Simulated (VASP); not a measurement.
# SnRu4 (P4/mmm) in VASP: notebook, part 2 of 2

VASP 6.6.1.

### Step 3. Single point, PBE

This run uses another cell than the first one, of 18.30 Å³/atom.

The input, INCAR:

```
SYSTEM = SnRu4
PREC = Accurate ; ENCUT = 520
EDIFF = 1E-6 ; ISMEAR = 0
SIGMA = 0.1 ; LREAL = .False.
LASPH = .True. ; NELM = 100
ALGO = Fast ; ISIF = 2
LWAVE = .False. ; LCHARG = .False.
GGA = PE ; NBANDS = 43
```

The input, KPOINTS:

```
Automatic mesh
0
Gamma
  4 4 4
  0 0 0
```

The input, POSCAR:

```
SnRu4
1.0
    4.7765373700      0.0000000000      0.0000000000
    0.0000000000      4.7765373700      0.0000000000
    0.0000000000      0.0000000000      4.0096163400
Sn Ru
1 4
Direct
    0.5000000000      0.5000000000      0.5000000000
    0.2412085800      0.2412085800      0.5000000000
    0.7587914200      0.7587914200      0.5000000000
    0.2412085800      0.7587914200      0.5000000000
    0.7587914200      0.2412085800      0.5000000000
```

Potentials or basis: VASP PAW PBE potentials, release 64 (Sn_d, Ru_pv).

On the command line:

```
$ cat potpaw_PBE.64/Sn_d/POTCAR potpaw_PBE.64/Ru_pv/POTCAR > POTCAR
$ mpirun -np 1 vasp_std > vasp.out
```

OUTCAR:

```text
SYSTEM = SnRu4
   PREC = Accurate
   ENCUT = 520
   EDIFF = 1E-6
   ISMEAR = 0
   LREAL = .False.
   LASPH = .True.
   NELM = 100
   ISIF = 2
   GGA = PE

 ion  position               nearest neighbor table
   1  0.500  0.500  0.500-   2 1.75   3 1.75   4 1.75   5 1.75
   2  0.241  0.241  0.500-   1 1.75   4 2.30   5 2.30   4 2.47   5 2.47   3 3.26
   3  0.759  0.759  0.500-   1 1.75   4 2.30   5 2.30   5 2.47   4 2.47   2 3.26
   4  0.241  0.759  0.500-   1 1.75   2 2.30   3 2.30   3 2.47   2 2.47   5 3.26
   5  0.759  0.241  0.500-   1 1.75   2 2.30   3 2.30   3 2.47   2 2.47   4 3.26
[... 1041 lines left out ...]
  -------------------------------------------------------------------------------------
  Total      161.9501134    161.9501134     -2.9556101      0.0000000      0.0000000      0.0000000
  in kB     2836.3685423   2836.3685423    -51.7640862      0.0000000      0.0000000      0.0000000
  external PRESSURE =    1873.6576661 kB  Pullay stress =       0.0000000 kB

 VOLUME and BASIS-vectors are now :
 -----------------------------------------------------------------------------
  energy-cutoff  :      520.00
  volume of cell :       91.48
      direct lattice vectors                 reciprocal lattice vectors
     4.776537370  0.000000000  0.000000000     0.209356679  0.000000000  0.000000000
     0.000000000  4.776537370  0.000000000     0.000000000  0.209356679  0.000000000
     0.000000000  0.000000000  4.009616340     0.000000000  0.000000000  0.249400420

 POSITION                                       TOTAL-FORCE (eV/Angst)
 -----------------------------------------------------------------------------------
      2.38827      2.38827      2.00481         0.000000      0.000000      0.000000
      1.15214      1.15214      2.00481       -27.824179    -27.824179      0.000000
      3.62440      3.62440      2.00481        27.824179     27.824179     -0.000000
      1.15214      3.62440      2.00481       -27.824179     27.824179      0.000000
      3.62440      1.15214      2.00481        27.824179    -27.824179     -0.000000
 -----------------------------------------------------------------------------------
    total drift:                                0.000000      0.000000      0.000000

  FREE ENERGIE OF THE ION-ELECTRON SYSTEM (eV)
  ---------------------------------------------------
  free  energy   TOTEN  =        14.3241958054 eV

  energy  without entropy=       14.3734045035  energy(sigma->0) =       14.34880015
```

OSZICAR:

```text
N       E                     dE             d eps       ncg     rms          rms(c)
DAV:   1     0.105389566470E+04    0.10539E+04   -0.41275E+04  1663   0.224E+03
DAV:   2     0.951937018629E+02   -0.95870E+03   -0.93836E+03  1653   0.658E+02
DAV:   3     0.148463467203E+02   -0.80347E+02   -0.76573E+02  1653   0.177E+02
DAV:   4     0.111954579250E+02   -0.36509E+01   -0.35876E+01  1654   0.387E+01
DAV:   5     0.110729759364E+02   -0.12248E+00   -0.12244E+00  2023   0.663E+00    0.523E+01
RMM:   6     0.137862485635E+02    0.27133E+01   -0.45415E+00  1908   0.120E+01    0.290E+01
RMM:   7     0.142741022255E+02    0.48785E+00   -0.18651E+00  1953   0.664E+00    0.387E+00
RMM:   8     0.143276173858E+02    0.53515E-01   -0.40949E-01  1977   0.397E+00    0.567E-01
RMM:   9     0.143249691112E+02   -0.26483E-02   -0.66964E-02  2434   0.142E+00    0.589E-01
RMM:  10     0.143240061831E+02   -0.96293E-03   -0.13460E-02  2472   0.522E-01    0.627E-01
RMM:  11     0.143236630897E+02   -0.34309E-03   -0.21353E-03  2511   0.232E-01    0.889E-01
RMM:  12     0.143241366413E+02    0.47355E-03   -0.25204E-03  2246   0.368E-01    0.134E-01
RMM:  13     0.143241665671E+02    0.29926E-04   -0.19672E-04  2203   0.882E-02    0.100E-01
RMM:  14     0.143241852543E+02    0.18687E-04   -0.66637E-05  2231   0.450E-02    0.730E-02
RMM:  15     0.143241974986E+02    0.12244E-04   -0.51758E-05  1962   0.461E-02    0.193E-02
RMM:  16     0.143241957532E+02   -0.17454E-05   -0.79715E-06  1764   0.189E-02    0.142E-02
RMM:  17     0.143241958054E+02    0.52216E-07   -0.48320E-06  1419   0.121E-02
   1 F= 0.14324196E+02 E0= 0.14348800E+02  d E =-.492087E-01
```

stdout:

```text
POSCAR found type information on POSCAR SnRu
 POSCAR found :  2 types and       5 ions
 scaLAPACK will be used
 LDA part: xc-table for (Slater+PW92), standard interpolation
 -----------------------------------------------------------------------------
|                                                                             |
|           W    W    AA    RRRRR   N    N  II  N    N   GGGG   !!!           |
|           W    W   A  A   R    R  NN   N  II  NN   N  G    G  !!!           |
|           W    W  A    A  R    R  N N  N  II  N N  N  G       !!!           |
|           W WW W  AAAAAA  RRRRR   N  N N  II  N  N N  G  GGG   !            |
|           WW  WW  A    A  R   R   N   NN  II  N   NN  G    G                |
|           W    W  A    A  R    R  N    N  II  N    N   GGGG   !!!           |
|                                                                             |
|     The distance between some ions is very small. Please check the          |
|     nearest-neighbor list in the OUTCAR file.                               |
|     I HOPE YOU KNOW WHAT YOU ARE DOING!                                     |
|                                                                             |
 -----------------------------------------------------------------------------

 POSCAR, INCAR and KPOINTS ok, starting setup
 FFT: planning ... GRIDC
 FFT: planning ... GRID_SOFT
 FFT: planning ... GRID
 WAVECAR not read
 entering main loop
WARNING in EDDRMM: call to ZHEGV failed, returncode =   8  4     35
WARNING in EDDRMM: call to ZHEGV failed, returncode =   6  3     40
```

Run time: 32 s. Hardware: 1 thread of Intel Xeon 6975P-C (Granite Rapids), shared host; peak memory 0.22 GiB.

Results:

```yaml
Free_energy: 14.3242 eV
Pressure: 187.4 GPa
Largest_force: 39.349 eV/Å
Band_gap_on_the_k_mesh: zero (bands 35 and 36 overlap by 2.02 eV)
```

Forces on the atoms (eV/Å):
```
Sn    0.000   0.000   0.000
Ru  -27.824 -27.824   0.000
Ru   27.824  27.824   0.000
Ru  -27.824  27.824   0.000
Ru   27.824 -27.824   0.000
```

Stress tensor (GPa, compression positive):
```
283.64   0.00   0.00
  0.00 283.64   0.00
  0.00   0.00  -5.18
```

Caveat: the k points lie up to 0.39 Å⁻¹ apart, too coarse for converged energies and pressures of a metal; atoms lie so close that the PAW spheres overlap strongly, which falsifies energies and pressures; spin-orbit coupling is left out, which moves the levels of the heavy elements; forces of over 1 eV/Å act on the atoms, so gaps and moduli don't describe the material at rest.

### Step 4. Single point, PBE

This run uses another cell than the first one, of 20.68 Å³/atom.

The input, INCAR:

```
  ALGO = Normal
  EDIFF = 1E-6
  ENCUT = 520
  GGA = PE
  ISIF = 2
  ISMEAR = 0
  LASPH = T
  LCHARG = T
  LELF = T
  LREAL = F
  LVHAR = T
  LWAVE = F
  NBANDS = 43
  NELM = 100
  PREC = Accurate
  SIGMA = 0.1
```

The input, KPOINTS:

```
k-points
0
Gamma
  4 4 4
```

The input, POSCAR:

```
SnRu4
1.0
    6.2092619788      0.0000000000      0.0000000000
    0.0000000000      6.2092619788      0.0000000000
    0.0000000000      0.0000000000      2.6819381443
Sn Ru
1 4
Direct
    0.5000000000      0.5000000000      0.5000000000
    0.1846903667      0.1846903667      0.5000000000
    0.8153096333      0.8153096333      0.5000000000
    0.1846903667      0.8153096333      0.5000000000
    0.8153096333      0.1846903667      0.5000000000
```

On the command line:

```
$ cat potpaw_PBE.64/Sn_d/POTCAR potpaw_PBE.64/Ru_pv/POTCAR > POTCAR
$ mpirun -np 1 vasp_std > vasp.out
```

Run time: 24 s. Hardware: 1 thread of Intel Xeon 6975P-C (Granite Rapids), shared host; peak memory 0.24 GiB.

Results (log left out):

| Item | Value |
| --- | --- |
| Free energy | -35.7921 eV |
| Pressure | 0.1 GPa |
| Largest force | 0.035 eV/Å |
| Band gap on the k mesh | zero (bands 35 and 36 overlap by 1.09 eV) |

Forces in eV/Å, atoms in the order of the input:
```
Sn   0.000  0.000  0.000
Ru   0.025  0.025  0.000
Ru  -0.025 -0.025  0.000
Ru   0.025 -0.025  0.000
Ru  -0.025  0.025  0.000
```

Stress tensor (GPa, compression positive):
```
 0.19  0.00  0.00
 0.00  0.19  0.00
 0.00  0.00 -0.15
```

Levels at points of the mesh, in eV from the Fermi level:
```csv
k point,band 33,band 34,band 35,band 36,band 37,band 38
"(0.00, 0.00, 0.00)",-0.75,0.01,0.01,0.26,0.56,1.12
"(0.50, 0.00, 0.00)",-1.09,-0.78,-0.72,0.97,1.00,1.01
"(0.50, 0.50, 0.00)",-1.06,-0.73,-0.73,0.06,1.05,1.05
"(0.00, 0.00, 0.50)",-1.05,-0.25,1.04,1.51,1.51,2.14
"(0.50, 0.00, 0.50)",-0.81,-0.58,-0.34,1.37,1.57,1.92
"(0.50, 0.50, 0.50)",-0.50,-0.49,-0.49,0.14,1.19,1.94
```

Caveat: the k points lie up to 0.59 Å⁻¹ apart, too coarse for converged energies and pressures of a metal; spin-orbit coupling is left out, which moves the levels of the heavy elements.

### Step 5. Overview

| cell | k mesh | gap on the mesh (eV) | pressure (GPa) | largest force (eV/Å) |
| --- | --- | --- | --- | --- |
| a = 6.181, b = 6.181, c = 2.660 Å, 5 atoms, atomic positions A | 4 × 4 × 6 | none | 0.2 | 0.10 |
| a = 4.777, b = 4.777, c = 4.010 Å, 5 atoms, atomic positions B | 4 × 4 × 4 | none | 187.4 | 39.35 |
| a = 6.209, b = 6.209, c = 2.682 Å, 5 atoms, atomic positions C | 4 × 4 × 4 | none | 0.1 | 0.04 |

Alike in all rows: task single point; level PBE; potentials or basis VASP PAW PBE potentials, release 64 (Sn_d, Ru_pv); no spin polarisation; cutoff (eV) 520; smearing gaussian 0.1 eV.

Caveats: all runs use coarse meshes; spin-orbit coupling is left out, which moves the levels of the heavy elements; atoms lie so close that the PAW spheres overlap strongly, which falsifies energies and pressures (at least some runs); forces of over 1 eV/Å act on the atoms, so gaps and moduli don't describe the material at rest (at least some runs).

Total energies depend on the potentials used, so only differences within one code and one set of settings carry meaning.
